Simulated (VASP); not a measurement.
# Tl (P6_3/mmc) in VASP: notebook

The runs below take Tl through single point, with PBE, PBEsol+D3(BJ).

Everything below comes from runs of VASP 6.6.1. Logs are shortened: lines on timing, memory, paths and dates and some standing lists are left out, and cuts for length are marked.

## 1. The cell of the first run

The structure is hexagonal, space group P6_3/mmc (No. 194). Conventional cell: a = 3.421 Å, b = 3.421 Å, c = 5.525 Å, α = 90.00°, β = 90.00°, γ = 120.00°. Tl (site symmetry -6m2) has 12 Tl at 3.40 to 3.42 Å within 4.5 Å.

## 2. Single point, PBE

The input, INCAR:

```
ALGO = Normal
EDIFF = 1E-6
ENCUT = 520
GGA = PE
ISIF = 2
ISMEAR = -1
LASPH = T
LCHARG = T
LELF = T
LREAL = F
LVHAR = T
LWAVE = F
NBANDS = 20
NELM = 60
PREC = Accurate
SIGMA = 0.05
```

The input, KPOINTS:

```
k-points
0
Gamma
  8 8 4
```

The input, POSCAR:

```
Tl
1.0
    3.4214400000      0.0000000000      0.0000000000
   -1.7107200000      2.9630539575      0.0000000000
    0.0000000000      0.0000000000      5.5250000000
Tl
2
Direct
    0.6666666667      0.3333333333      0.7500000000
    0.3333333333      0.6666666667      0.2500000000
```

Potentials or basis: VASP PAW PBE potentials, release 64 (Tl_d).

Run with:

```bash
cat potpaw_PBE.64/Tl_d/POTCAR > POTCAR
mpirun -np 1 vasp_std > vasp.out
```

OUTCAR:

```text
EDIFF = 1E-6
   ENCUT = 520
   GGA = PE
   ISIF = 2
   ISMEAR = -1
   LASPH = T
   LREAL = F
   NELM = 60
   PREC = Accurate

 ion  position               nearest neighbor table
   1  0.667  0.333  0.750-   2 3.40   2 3.40   2 3.40   2 3.40   2 3.40   2 3.40
   2  0.333  0.667  0.250-   1 3.40   1 3.40   1 3.40   1 3.40   1 3.40   1 3.40

  LATTYP: Found a hexagonal cell.
 ALAT       =     3.4214400000
 C/A-ratio  =     1.6148171530

  Lattice vectors:

 A1 = (   3.4214400000,   0.0000000000,   0.0000000000)
 A2 = (  -1.7107200000,   2.9630539575,   0.0000000000)
 A3 = (   0.0000000000,   0.0000000000,   5.5250000000)

Analysis of symmetry for initial positions (statically):
=====================================================================
 Subroutine PRICEL returns:
 Original cell was already a primitive cell.

 Routine SETGRP: Setting up the symmetry group for a
 hexagonal supercell.

 Subroutine GETGRP returns: Found 24 space group operations
 (whereof 12 operations were pure point group operations)
 out of a pool of 24 trial point group operations.

The static configuration has the point symmetry D_3d.
 The point group associated with its full space group is D_6h.

Analysis of symmetry for dynamics (positions and initial velocities):
=====================================================================
 Subroutine PRICEL returns:
 Original cell was already a primitive cell.

 Routine SETGRP: Setting up the symmetry group for a
 hexagonal supercell.

 Subroutine GETGRP returns: Found 24 space group operations
 (whereof 12 operations were pure point group operations)
 out of a pool of 24 trial point group operations.

The dynamic configuration has the point symmetry D_3d.
 The point group associated with its full space group is D_6h.

 Subroutine INISYM returns: Found 24 space group operations
 (whereof 12 operations are pure point group operations),
 and found     1 'primitive' translations

----------------------------------------------------------------------------------------

                                     Primitive cell

  volume of cell :      56.0120

  direct lattice vectors                    reciprocal lattice vectors
     3.421440000  0.000000000  0.000000000     0.292274598  0.168744818  0.000000000
    -1.710720000  2.963053958  0.000000000     0.000000000  0.337489635  0.000000000
     0.000000000  0.000000000  5.525000000     0.000000000  0.000000000  0.180995475

  length of vectors
     3.421440000  3.421440000  5.525000000     0.337489635  0.337489635  0.180995475

  position of ions in fractional coordinates (direct lattice)
     0.666666667  0.333333333  0.750000000
     0.333333333  0.666666667  0.250000000

  ion indices of the primitive-cell ions
   primitive index   ion index
                 1           1
                 2           2

----------------------------------------------------------------------------------------

 KPOINTS: k-points

Automatic generation of k-mesh.
 Grid dimensions read from file:
 generate k-points for:    8    8    4

 Generating k-lattice:

  Cartesian coordinates                     Fractional coordinates (reciprocal lattice)
     0.036534325  0.021093102  0.000000000     0.125000000  0.000000000  0.000000000
     0.000000000  0.042186204  0.000000000     0.000000000  0.125000000  0.000000000
     0.000000000  0.000000000  0.045248869     0.000000000  0.000000000  0.250000000

  Length of vectors
     0.042186204  0.042186204  0.045248869

  Shift w.r.t. Gamma in fractional coordinates (k-lattice)
     0.000000000  0.000000000  0.000000000

 Subroutine IBZKPT returns following result:
 ===========================================

 Found     30 irreducible k-points:

 Following reciprocal coordinates:
            Coordinates               Weight
  0.000000  0.000000  0.000000      1.000000
  0.125000 -0.000000  0.000000      6.000000
  0.250000 -0.000000  0.000000      6.000000
  0.375000  0.000000  0.000000      6.000000
  0.500000 -0.000000  0.000000      3.000000
  0.125000  0.125000  0.000000      6.000000
[... 16 lines left out ...]
  0.250000 -0.000000  0.500000      6.000000
  0.375000  0.000000  0.500000      6.000000
 [... further k-points ...]
   k-points           NKPTS =     30   k-points in BZ     NKDIM =     30   number of bands    NBANDS=     20
   number of dos      NEDOS =    301   number of ions     NIONS =      2
   total plane-waves  NPLWV =  32928
   dimension x,y,z NGX =    28 NGY =   28 NGZ =   42
   dimension x,y,z NGXF=    56 NGYF=   56 NGZF=   84
   ions per type =               2
   NGX,Y,Z   is equivalent  to a cutoff of  13.61, 13.61, 12.64 a.u.
   NGXF,Y,Z  is equivalent  to a cutoff of  27.21, 27.21, 25.28 a.u.
 SYSTEM =  unknown system
   PREC   = accura    normal or accurate (medium, high low for compatibility)
   ISTART =      0    job   : 0-new  1-cont  2-samecut
   ICHARG =      2    charge: 1-file 2-atom 10-const
   ISPIN  =      1    spin polarized calculation?
   LNONCOLLINEAR =      F non collinear calculations
   LSORBIT =      F    spin-orbit coupling
   LASPH  =      T    aspherical Exc in radial PAW
   ENCUT  =  520.0 eV  38.22 Ry    6.18 a.u.   6.36  6.36 10.27*2*pi/ulx,y,z
   NELM   =     60;   NELMIN=  2; NELMDL= -5     # of ELM steps
   EDIFF  = 0.1E-05   stopping-criterion for ELM
   LREAL  =      F    real-space projection
   EDIFFG = 0.1E-04   stopping-criterion for IOM
   NSW    =      0    number of steps for IOM
   IBRION =     -1    ionic relax: 0-MD 1-quasi-New 2-CG
   NFREE  =      0    steps in history (QN), initial steepest desc. (CG)
   ISIF   =      2    stress and relaxation
   ISYM   =      2    0-nonsym 1-usesym 2-fastsym
   POTIM  = 0.5000    time-step for ionic-motion
   TEBEG  =    0.0;   TEEND  =   0.0 temperature during run
   PSTRESS=    0.0 pullay stress
   NELECT =      26.0000    total number of electrons
   NUPDOWN=      -1.0000    fix difference up-down
   EMIN   =  10.00;   EMAX   =-10.00  energy-range for DOS
   EFERMI =   0.00;   METHOD = LEGACY
   ISMEAR =    -1;   SIGMA  =   0.05  broadening in eV -4-tet -1-fermi 0-gaus
   EFERMI_NEDOS =   21; number of points for ismear=-14 and -15
   IALGO  =     38    algorithm
   IMIX   =      4    mixing-type and parameters
     AMIX     =   0.40;   BMIX     =  1.00
     AMIX_MAG =   1.60;   BMIX_MAG =  1.00
  volume/ion in A,a.u.               =      28.01       188.99
  Fermi-wavevector in a.u.,A,eV,Ry     =   1.267571  2.395362 21.860980  1.606737
  Thomas-Fermi vector in A             =   2.400712
   LORBIT       =      0    0 simple, 1 ext, 2 COOP (PROOUT), +10 PAW based schemes
   GGA     = PE    functional components
   LHFCALC =     F    Hartree Fock is set to
   AEXX    =    0.0000 exact exchange contribution
   IVDW    =     0    specifies the selected vdW correction
   LEPSILON=     F    determine dielectric tensor
   LRPA    =     F    only Hartree local field effects (RPA)
 non-spin polarized calculation
  energy-cutoff  :      520.00
  volume of cell :       56.01
 maximum number of plane-waves:      1534
 NGX is ok and might be reduce to    28
   NGX = 13   NGY = 13   NGZ = 21

 number of electron      26.0000005 magnetization

 Free energy of the ion-electron system (eV)
  ---------------------------------------------------
  ext. energy  EPLUGINS =         0.00000000
  ---------------------------------------------------
  free energy    TOTEN  =        -4.27427914 eV

  energy without entropy =       -4.25439756  energy(sigma->0) =       -4.26433835

 E-fermi :   6.8474     XC(G=0): -10.2933

 val. band max:        6.8451872702   @ k =   0.3750   0.2500   0.2500
 cond. band min:       6.9056302931   @ k =   0.3750   0.0000   0.0000
 fundamental gap:      0.0604430229
 Fermi energy:         6.8474454684

 k-point     1 :       0.0000    0.0000    0.0000
  band No.  band energies     occupation
      1      -5.0555      2.00000
      2      -4.8175      2.00000
      3      -4.7862      2.00000
      4      -4.7862      2.00000
      5      -4.7313      2.00000
      6      -4.7313      2.00000
[... 12 lines left out ...]
     19      17.6397      0.00000
     20      17.8397      0.00000

 k-point     2 :       0.1250   -0.0000    0.0000
  band No.  band energies     occupation
      1      -5.0082      2.00000
      2      -4.8537      2.00000
      3      -4.7498      2.00000
      4      -4.7162      2.00000
      5      -4.7150      2.00000
      6      -4.6922      2.00000
[... 12 lines left out ...]
     19      17.5856      0.00000
     20      18.8306      0.00000

 k-point     3 :       0.2500   -0.0000    0.0000
  band No.  band energies     occupation
      1      -5.0461      2.00000
      2      -4.8450      2.00000
      3      -4.8143      2.00000
      4      -4.7462      2.00000
      5      -4.7342      2.00000
      6      -4.5745      2.00000
[... 12 lines left out ...]
     19      16.6831      0.00000
     20      17.9206      0.00000

 k-point     4 :       0.3750    0.0000    0.0000
  band No.  band energies     occupation
      1      -5.1388      2.00000
      2      -4.9540      2.00000
      3      -4.9118      2.00000
      4      -4.8051      2.00000
      5      -4.6330      2.00000
      6      -4.5845      2.00000
[... 12 lines left out ...]
     19      15.5812      0.00000
     20      17.0053      0.00000

 k-point     5 :       0.5000   -0.0000    0.0000
  band No.  band energies     occupation
      1      -5.1781      2.00000
      2      -5.0133      2.00000
      3      -4.9443      2.00000
      4      -4.8280      2.00000
      5      -4.6138      2.00000
      6      -4.5934      2.00000
[... 12 lines left out ...]
     19      15.1768      0.00000
     20      16.6939      0.00000
[... 353 lines left out ...]
      6      -4.8153      2.00000
[... 12 lines left out ...]
     19      17.4153      0.00000
     20      17.4153      0.00000

 k-point    22 :       0.1250   -0.0000    0.5000
  band No.  band energies     occupation
      1      -4.8982      2.00000
      2      -4.8982      2.00000
      3      -4.8120      2.00000
      4      -4.8120      2.00000
      5      -4.7557      2.00000
      6      -4.7557      2.00000
[... 12 lines left out ...]
     19      16.8851      0.00000
     20      16.8851      0.00000

 k-point    23 :       0.2500   -0.0000    0.5000
  band No.  band energies     occupation
      1      -4.9601      2.00000
      2      -4.9601      2.00000
      3      -4.8249      2.00000
      4      -4.8249      2.00000
      5      -4.6289      2.00000
      6      -4.6289      2.00000
[... 12 lines left out ...]
     19      16.1916      0.00000
     20      16.1916      0.00000

 k-point    24 :       0.3750    0.0000    0.5000
  band No.  band energies     occupation
      1      -5.0243      2.00000
      2      -5.0243      2.00000
      3      -4.9416      2.00000
      4      -4.9416      2.00000
      5      -4.5685      2.00000
      6      -4.5685      2.00000
[... 12 lines left out ...]
     19      15.7557      0.00000
     20      15.7557      0.00000

 [... further k-points ...]

------------------------ aborting loop because EDIFF is reached ----------------------------------------

  FORCE on cell =-STRESS in cart. coord.  units (eV):
  Direction    XX          YY          ZZ          XY          YZ          ZX
  --------------------------------------------------------------------------------------
  -------------------------------------------------------------------------------------
  Total        1.6139812      1.6139812      1.5953801      0.0000000      0.0000000      0.0000000
  in kB       46.1666421     46.1666421     45.6345711      0.0000000      0.0000000      0.0000000
  external PRESSURE =      45.9892851 kB  Pullay stress =       0.0000000 kB

 VOLUME and BASIS-vectors are now :
 -----------------------------------------------------------------------------
  energy-cutoff  :      520.00
  volume of cell :       56.01
      direct lattice vectors                 reciprocal lattice vectors
     3.421440000  0.000000000  0.000000000     0.292274598  0.168744818  0.000000000
    -1.710720000  2.963053958  0.000000000     0.000000000  0.337489635  0.000000000
     0.000000000  0.000000000  5.525000000     0.000000000  0.000000000  0.180995475

 POSITION                                       TOTAL-FORCE (eV/Angst)
 -----------------------------------------------------------------------------------
      1.71072      0.98768      4.14375        -0.000000      0.000000      0.000000
     -0.00000      1.97537      1.38125         0.000000     -0.000000      0.000000
 -----------------------------------------------------------------------------------
    total drift:                               -0.000000      0.000000      0.000000

  FREE ENERGIE OF THE ION-ELECTRON SYSTEM (eV)
  ---------------------------------------------------
  free  energy   TOTEN  =        -4.2742791424 eV

  energy  without entropy=       -4.2543975608  energy(sigma->0) =       -4.26433835
```

Run time: 47 s. Hardware: 1 thread of Intel Xeon Platinum 8488C (Sapphire Rapids), shared host; peak memory 0.18 GiB.

Results:

| Quantity | Value |
| --- | --- |
| Free energy | -4.2743 eV |
| Pressure | 4.6 GPa |
| Band gap on the k mesh | zero (band 13 reaches 10.24 eV, above the bottom of band 14 at 4.46 eV) |

Caveat: spin-orbit coupling is left out, which moves the levels of the heavy elements.

## 3. Single point, PBEsol+D3(BJ)

This run uses another cell than the first one, of 27.03 Å³/atom, 0.965 times its volume.

The input, INCAR:

```
SYSTEM = Tl
PREC = Accurate ; ENCUT = 520
EDIFF = 1E-7 ; ISMEAR = -1
SIGMA = 0.05 ; LREAL = .False.
LASPH = .True. ; NELM = 100
ALGO = Fast ; ISIF = 2
LWAVE = .False. ; LCHARG = .True.
GGA = PS ; IVDW = 12
LELF = .True. ; LVHAR = .True.
NBANDS = 20
```

The input, KPOINTS:

```
regular mesh
0
Gamma
  9 9 5
  0 0 0
```

The input, POSCAR:

```
Tl
1.0
    3.3344310966      0.0000000000      0.0000000000
   -1.6672155483      2.8877020368      0.0000000000
    0.0000000000      0.0000000000      5.6136338012
Tl
2
Direct
    0.6666666667      0.3333333333      0.7500000000
    0.3333333333      0.6666666667      0.2500000000
```

Potentials or basis: VASP PAW PBE potentials, release 64 (Tl_d).

Run with:

```bash
cat potpaw_PBE.64/Tl_d/POTCAR > POTCAR
mpirun -np 1 vasp_std > vasp.out
```

Wall time 69 s (1 thread of Intel Xeon Platinum 8488C (Sapphire Rapids), shared host); peak memory 0.19 GiB.

The run converged. Its results:

| Property | Result |
| --- | --- |
| Free energy | -6.0410 eV |
| Pressure | -0.1 GPa |
| Band gap on the k mesh | zero (band 13 reaches 8.82 eV, above the bottom of band 14 at 5.23 eV) |
| Dispersion energy per atom | -0.406 eV |

Levels at points of the mesh, in eV from the Fermi level:
| k point | band 10 | band 11 | band 12 | band 13 | band 14 | band 15 | band 16 | band 17 |
| --- | --- | --- | --- | --- | --- | --- | --- | --- |
| (0.00, 0.00, 0.00) | -11.07 | -10.48 | -5.63 | -3.30 | 9.01 | 9.01 | 10.01 | 10.71 |

Caveat: the PAW data sets were made with another functional, which shifts forces and pressure a little; spin-orbit coupling is left out, which moves the levels of the heavy elements; pairwise dispersion overbinds metals, which lowers pressure and volume.
